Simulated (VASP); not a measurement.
# Br (P6_3/mmc) in VASP: further runs, part 2 of 2

VASP 6.6.1. The steps go on from the part before.

## Step 3: Single point, PBE

This run uses another cell than the first one, of 35.78 Å³/atom, 1.587 times its volume.

The input, INCAR:

```
PREC = Accurate
ENCUT = 520
EDIFF = 1E-7
ISMEAR = 0
SIGMA = 0.02
LREAL = F
LASPH = T
NELM = 80
ALGO = Normal
ISIF = 2
LWAVE = F
LCHARG = F
GGA = PE
NBANDS = 14
```

The input, KPOINTS:

```
regular mesh
0
Gamma
  8 8 4
```

The input, POSCAR:

```
Br
1.0
    3.0050180053      0.0000000000      0.0000000000
   -1.5025090026      2.6024219314      0.0000000000
    0.0000000000      0.0000000000      9.1511434342
Br
2
Direct
    0.3333333333      0.6666666667      0.2500000000
    0.6666666667      0.3333333333      0.7500000000
```

Potentials or basis: VASP PAW PBE potentials, release 64 (Br).

Launch:

```console
> cat potpaw_PBE.64/Br/POTCAR > POTCAR
> mpirun -np 1 vasp_std > vasp.out
```

OUTCAR:

```text
PREC = Accurate
   ENCUT = 520
   EDIFF = 1E-7
   ISMEAR = 0
   LREAL = F
   LASPH = T
   NELM = 80
   ISIF = 2
   GGA = PE

 ion  position               nearest neighbor table
   1  0.333  0.667  0.250-
   2  0.667  0.333  0.750-

  LATTYP: Found a hexagonal cell.
 ALAT       =     3.0050180053
 C/A-ratio  =     3.0452873886

  Lattice vectors:

 A1 = (   3.0050180053,   0.0000000000,   0.0000000000)
 A2 = (  -1.5025090026,   2.6024219314,   0.0000000000)
 A3 = (   0.0000000000,   0.0000000000,   9.1511434342)

Analysis of symmetry for initial positions (statically):
=====================================================================
 Subroutine PRICEL returns:
 Original cell was already a primitive cell.

 Routine SETGRP: Setting up the symmetry group for a
 hexagonal supercell.

 Subroutine GETGRP returns: Found 24 space group operations
 (whereof 12 operations were pure point group operations)
 out of a pool of 24 trial point group operations.

The static configuration has the point symmetry D_3d.
 The point group associated with its full space group is D_6h.

Analysis of symmetry for dynamics (positions and initial velocities):
=====================================================================
 Subroutine PRICEL returns:
 Original cell was already a primitive cell.

 Routine SETGRP: Setting up the symmetry group for a
 hexagonal supercell.

 Subroutine GETGRP returns: Found 24 space group operations
 (whereof 12 operations were pure point group operations)
 out of a pool of 24 trial point group operations.

The dynamic configuration has the point symmetry D_3d.
 The point group associated with its full space group is D_6h.

 Subroutine INISYM returns: Found 24 space group operations
 (whereof 12 operations are pure point group operations),
 and found     1 'primitive' translations

----------------------------------------------------------------------------------------

[... 116 lines left out ...]
   LORBIT       =      0    0 simple, 1 ext, 2 COOP (PROOUT), +10 PAW based schemes
   GGA     = PE    functional components
   LHFCALC =     F    Hartree Fock is set to
   AEXX    =    0.0000 exact exchange contribution
   IVDW    =     0    specifies the selected vdW correction
   LEPSILON=     F    determine dielectric tensor
   LRPA    =     F    only Hartree local field effects (RPA)
 non-spin polarized calculation
 Gauss-broadening in eV      SIGMA  =   0.02
  energy-cutoff  :      520.00
  volume of cell :       71.56
 maximum number of plane-waves:      1955
 NGX is ok and might be reduce to    24
   NGX = 11   NGY = 11   NGZ = 35

 number of electron      14.0000003 magnetization

 Free energy of the ion-electron system (eV)
  ---------------------------------------------------
  ext. energy  EPLUGINS =         0.00000000
  ---------------------------------------------------
  free energy    TOTEN  =        -2.49796399 eV

  energy without entropy =       -2.49796399  energy(sigma->0) =       -2.49796399

 E-fermi :  -0.3096     XC(G=0):  -7.5005

 val. band max:       -0.4083276554   @ k =   0.5000   0.0000   0.0000
 cond. band min:      -0.2204987909   @ k =   0.3750   0.0000   0.0000
 fundamental gap:      0.1878288645
 Fermi energy:        -0.3095950837

 k-point     1 :       0.0000    0.0000    0.0000
  band No.  band energies     occupation
      1     -16.1606      2.00000
      2     -16.1322      2.00000
      3      -3.8218      2.00000
      4      -3.2153      2.00000
      5       1.3039      0.00000
      6       1.3039      0.00000
      7       1.3102      0.00000
      8       1.3102      0.00000
      9       4.6077      0.00000
     10       8.2642      0.00000
     11      10.2982      0.00000
     12      10.5589      0.00000
     13      11.0581      0.00000
     14      13.3526      0.00000
[... 377 lines left out ...]
      1     -14.5315      2.00000
      2     -14.5315      2.00000
      3      -4.7566      2.00000
      4      -4.7566      2.00000
      5      -1.8959      2.00000
      6      -1.8959      2.00000
      7      -0.2112      0.00000
      8      -0.2112      0.00000
      9       7.3797      0.00000
     10       7.3797      0.00000
     11       8.5993      0.00000
     12       8.5993      0.00000
     13      10.1620      0.00000
     14      10.1620      0.00000

 [... further k-points ...]
[... 5 lines left out ...]
  --------------------------------------------------------------------------------------
  -------------------------------------------------------------------------------------
  Total        0.0028204      0.0028204      0.0066819      0.0000000     -0.0000000      0.0000000
  in kB        0.0631428      0.0631428      0.1495916      0.0000000     -0.0000000      0.0000000
  external PRESSURE =       0.0919590 kB  Pullay stress =       0.0000000 kB

 VOLUME and BASIS-vectors are now :
 -----------------------------------------------------------------------------
  energy-cutoff  :      520.00
  volume of cell :       71.56
      direct lattice vectors                 reciprocal lattice vectors
     3.005018005  0.000000000  0.000000000     0.332776708  0.192128722  0.000000000
    -1.502509003  2.602421931  0.000000000     0.000000000  0.384257444  0.000000000
     0.000000000  0.000000000  9.151143434     0.000000000  0.000000000  0.109275962

 POSITION                                       TOTAL-FORCE (eV/Angst)
 -----------------------------------------------------------------------------------
     -0.00000      1.73495      2.28779        -0.000000      0.000000      0.000000
      1.50251      0.86747      6.86336         0.000000     -0.000000      0.000000
 -----------------------------------------------------------------------------------
    total drift:                               -0.000000      0.000000      0.000000

  FREE ENERGIE OF THE ION-ELECTRON SYSTEM (eV)
  ---------------------------------------------------
  free  energy   TOTEN  =        -2.4979639878 eV

  energy  without entropy=       -2.4979639878  energy(sigma->0) =       -2.49796399
```

OSZICAR:

```text
N       E                     dE             d eps       ncg     rms          rms(c)
DAV:   1     0.825150628867E+02    0.82515E+02   -0.55763E+03   840   0.815E+02
DAV:   2     0.345850742992E+01   -0.79057E+02   -0.74996E+02  1190   0.148E+02
DAV:   3    -0.252636350737E+01   -0.59849E+01   -0.59243E+01  1134   0.466E+01
DAV:   4    -0.258462210027E+01   -0.58259E-01   -0.58254E-01   962   0.546E+00
DAV:   5    -0.258514414876E+01   -0.52205E-03   -0.52200E-03  1116   0.519E-01    0.644E+00
DAV:   6    -0.252471475838E+01    0.60429E-01   -0.36262E-02   954   0.108E+00    0.399E+00
DAV:   7    -0.249838688555E+01    0.26328E-01   -0.79964E-02   978   0.163E+00    0.174E-01
DAV:   8    -0.249794951536E+01    0.43737E-03   -0.27434E-03   996   0.302E-01    0.388E-02
DAV:   9    -0.249795691997E+01   -0.74046E-05   -0.22176E-05  1092   0.335E-02    0.104E-02
DAV:  10    -0.249796333699E+01   -0.64170E-05   -0.14557E-05   966   0.255E-02    0.284E-03
DAV:  11    -0.249796390165E+01   -0.56466E-06   -0.67232E-07  1044   0.579E-03    0.183E-03
DAV:  12    -0.249796398778E+01   -0.86134E-07   -0.18600E-07   904   0.277E-03
   1 F= -.24979640E+01 E0= -.24979640E+01  d E =-.103134E-11
```

Wall time 17 s (1 thread of Intel Xeon Platinum 8375C at 2.90GHz (Ice Lake), shared host); peak memory 0.18 GiB.

Results:

- Free energy: -2.4980 eV
- Pressure: 0.0 GPa
- Band gap on the k mesh: zero (band 7 reaches 1.31 eV, above the bottom of band 8 at -1.54 eV)

Levels at points of the mesh, in eV from the Fermi level:
```csv
k point,band 3,band 4,band 5,band 6,band 7,band 8,band 9,band 10,band 11,band 12
"(0.00, 0.00, 0.00)",-3.51,-2.91,1.61,1.61,1.62,1.62,4.92,8.57,10.61,10.87
"(0.50, 0.00, 0.00)",-5.35,-5.33,-1.27,-1.11,-0.12,-0.10,7.09,7.99,8.40,8.43
"(0.00, 0.00, 0.50)",-3.23,-3.23,1.62,1.62,1.62,1.62,6.25,6.25,10.83,10.83
"(0.50, 0.00, 0.50)",-5.34,-5.34,-1.19,-1.19,-0.11,-0.11,7.30,7.30,8.51,8.51
```

Caveat: this functional lacks dispersion, which binds the layers, so the pressure and a relaxed spacing across them are unreliable.

## Step 4: Relaxation of cell and atoms, PBE

This run uses another cell than the first one, of 26.11 Å³/atom, 1.158 times its volume.

The input, INCAR:

```
PREC = Accurate
ENCUT = 600
EDIFF = 1E-6
ISMEAR = 0
SIGMA = 0.02
LREAL = False
LASPH = True
NELM = 80
ALGO = Normal
ISIF = 3
LWAVE = False
LCHARG = False
GGA = PE
IBRION = 2
NSW = 80
EDIFFG = -0.03
```

KPOINTS is that of step 3.

The input, POSCAR:

```
Br
1.0
    3.3300000000      0.0000000000      0.0000000000
   -1.6650000000      2.8838645946      0.0000000000
    0.0000000000      0.0000000000      5.4378900000
Br
2
Direct
    0.3333333333      0.6666666667      0.2500000000
    0.6666666667      0.3333333333      0.7500000000
```

Launch:

```console
> cat potpaw_PBE.64/Br/POTCAR > POTCAR
> mpirun -np 1 vasp_std > vasp.out
```

Run time: 2.9 min. Hardware: 1 thread of Intel Xeon Platinum 8375C at 2.90GHz (Ice Lake), shared host; peak memory 0.19 GiB.

The run converged. Its results:

```yaml
Free_energy: -2.4910 eV
Relaxed_volume: 34.37 Å³/atom
Relaxed_cell: a = 3.002 Å, b = 3.002 Å, c = 8.804 Å, α = 90.00°, β = 90.00°, γ = 120.00°
Space_group_after_relaxing_to_0.05_Å: P6_3/mmc (No. 194)
Energy_gained_by_relaxing: 304.9 meV/atom
Ionic_steps: 18
Pressure_after_relaxing: 0.0 GPa
Band_gap_on_the_k_mesh: zero (band 7 reaches 1.58 eV, above the bottom of band 8 at -1.29 eV)
```

Stress tensor (GPa, compression positive):
```
 0.09  0.00  0.00
 0.00  0.09  0.00
 0.00  0.00 -0.07
```

The path:
```csv
step,energy change (eV),largest force (eV/Å),pressure (GPa),volume (Å³)
1,0.0000,0.0000,0.66,52.22
2,-0.0189,0.0000,0.12,53.03
3,-0.0553,0.0000,-1.00,55.42
4,-0.1773,0.0000,-2.53,60.04
5,-0.4264,0.0000,-3.20,68.62
6,-0.5415,0.0000,-1.77,83.24
7,-0.5344,0.0000,-2.33,77.18
8,-0.5433,0.0000,-2.18,78.60
9,-0.5574,0.0000,-1.92,78.97
10,-0.5715,0.0000,-1.41,79.55
11,-0.5724,0.0000,-1.27,79.69
12,-0.5782,0.0000,-1.17,78.83
13,-0.5922,0.0000,-0.87,76.28
14,-0.6076,0.0000,-0.23,71.28
15,-0.6096,0.0000,0.07,69.09
16,-0.6096,0.0000,0.15,68.61
17,-0.6096,0.0000,0.11,68.82
18,-0.6099,0.0000,0.04,68.73
```

Final structure:
```
Br
1.0
     3.00243    0.00000    0.00000
    -1.50121    2.60018    0.00000
     0.00000    0.00000    8.80428
Br
2
Direct
  0.33333 0.66667 0.25000
  0.66667 0.33333 0.75000
```

Levels at points of the mesh, in eV from the Fermi level:
```tsv
k point	band 5	band 6	band 7	band 8	band 9	band 10
(0.00, 0.00, 0.00)	1.63	1.63	1.64	1.64	4.99	9.04
(0.50, 0.00, 0.00)	-1.29	-1.09	-0.12	-0.09	7.05	8.41
(0.00, 0.00, 0.50)	1.63	1.63	1.63	1.63	6.50	6.50
(0.50, 0.00, 0.50)	-1.19	-1.19	-0.10	-0.10	7.26	7.26
```

Caveat: the volume moved by over 15 % at a fixed basis, so the end points are rough; this functional lacks dispersion, which binds the layers, so the pressure and a relaxed spacing across them are unreliable.

## Step 5: Relaxation of cell and atoms, PBE, target pressure 10 GPa, at which the enthalpy is minimised

This run uses another cell than the first one, of 26.11 Å³/atom, 1.158 times its volume.

The input, INCAR:

```
ALGO = Normal
EDIFF = 1E-7
EDIFFG = -0.03
ENCUT = 600
GGA = PE
IBRION = 2
ISIF = 3
ISMEAR = 0
LASPH = T
LCHARG = F
LREAL = F
LWAVE = F
NELM = 80
NSW = 80
PREC = Accurate
PSTRESS = 100.0
SIGMA = 0.02
```

The input, KPOINTS:

```
k-points
0
Gamma
  8 8 4
```

POSCAR is that of step 4.

Launch:

```console
> cat potpaw_PBE.64/Br/POTCAR > POTCAR
> mpirun -np 1 vasp_std > vasp.out
```

It took 3.2 min on 1 thread of Intel Xeon Platinum 8375C at 2.90GHz (Ice Lake), shared host; peak memory 0.2 GiB.

The run converged. Its results:

```yaml
Free_energy: -2.0971 eV
Relaxed_volume: 22.53 Å³/atom
Relaxed_cell: a = 2.867 Å, b = 2.867 Å, c = 6.329 Å, α = 90.00°, β = 90.00°, γ = 120.00°
Space_group_after_relaxing_to_0.05_Å: P6_3/mmc (No. 194)
Energy_change_on_relaxing_the_enthalpy_is_what_falls: -108.0 meV/atom
Ionic_steps: 20
Pressure_after_relaxing: 10.1 GPa
Band_gap_on_the_k_mesh: zero (band 7 reaches 5.86 eV, above the bottom of band 8 at 2.20 eV)
```

Stress tensor (GPa, compression positive):
```
10.12  0.00  0.00
 0.00 10.12  0.00
 0.00  0.00  9.97
```

Step by step:
```
step  energy change (eV)  largest force (eV/Å)  pressure (GPa)  volume (Å³)
   1              0.0000                0.0000            0.67        52.22
   2              0.3580                0.0000           13.35        41.54
   3              0.2495                0.0000           10.43        43.06
   4              0.2382                0.0000           10.87        42.78
   5              0.2298                0.0000           11.57        42.46
   6              0.1876                0.0000           13.64        41.70
   7              0.3412                0.0000           23.78        39.74
   8              0.1490                0.0000           16.17        41.01
   9              0.2220                0.0000           20.35        40.24
  10              0.1634                0.0000           17.82        40.67
  11              0.1411                0.0000           17.75        40.85
  12              0.1018                0.0000           17.77        41.30
  13              0.0572                0.0000           16.71        41.71
  14             -0.0630                0.0000           13.80        42.98
  15             -0.2468                0.0000            9.00        45.59
  16             -0.2129                0.0000            9.94        45.02
  17             -0.2081                0.0000           10.07        44.94
  18             -0.2089                0.0000           10.07        44.95
  19             -0.2114                0.0000           10.07        44.99
  20             -0.2160                0.0000           10.07        45.06
```

Final structure:
```xyz
2
Lattice="2.8673 0.0000 0.0000 -1.4337 2.4832 0.0000 0.0000 0.0000 6.3293" Properties=species:S:1:pos:R:3 pbc="T T T"
Br    0.0000    1.6554    1.5823
Br    1.4337    0.8277    4.7470
```

Levels at points of the mesh, in eV from the Fermi level:
```tsv
k point	band 3	band 4	band 5	band 6	band 7	band 8	band 9	band 10	band 11
(0.00, 0.00, 0.00)	-5.81	-1.74	2.02	2.02	2.21	2.21	6.25	11.12	11.95
(0.50, 0.00, 0.00)	-6.66	-6.28	-2.34	-1.09	-0.31	0.15	6.59	7.72	8.66
(0.00, 0.00, 0.50)	-4.14	-4.14	2.12	2.12	2.12	2.12	10.34	10.34	11.62
(0.50, 0.00, 0.50)	-6.55	-6.55	-1.48	-1.48	-0.09	-0.09	6.58	6.58	8.34
```

Caveat: the cell is relaxed towards a set pressure, so the enthalpy falls and the energy may rise; this functional lacks dispersion, which binds the layers, so the pressure and a relaxed spacing across them are unreliable.

## Step 6: Summary

```tsv
task	cell	cutoff (eV)	gap on the mesh (eV)	pressure (GPa)
single point	a = 2.869, b = 2.869, c = 6.328 Å, angles 90.0, 90.0, 120.0°, 2 atoms	520	none	10.0
single point	a = 3.005, b = 3.005, c = 9.151 Å, angles 90.0, 90.0, 120.0°, 2 atoms	520	none	0.0
relaxation of cell and atoms	relaxed from a = 3.330, b = 3.330, c = 5.438 Å, angles 90.0, 90.0, 120.0°, 2 atoms	600	none	0.0
relaxation of cell and atoms	relaxed to 10 GPa from a = 3.330, b = 3.330, c = 5.438 Å, angles 90.0, 90.0, 120.0°, 2 atoms	600	none	10.1
```

Alike in all rows: level PBE; potentials or basis VASP PAW PBE potentials, release 64 (Br); no spin polarisation; k mesh 8 × 8 × 4; smearing gaussian 0.02 eV.

Caveats: this functional lacks dispersion, which binds the layers, so the pressure and a relaxed spacing across them are unreliable; the volume moved by over 15 % at a fixed basis, so the end points are rough (some runs); the cell is relaxed towards a set pressure, so the enthalpy falls and the energy may rise (some runs).

Total energies depend on the potentials used, so only differences within one code and one set of settings carry meaning.
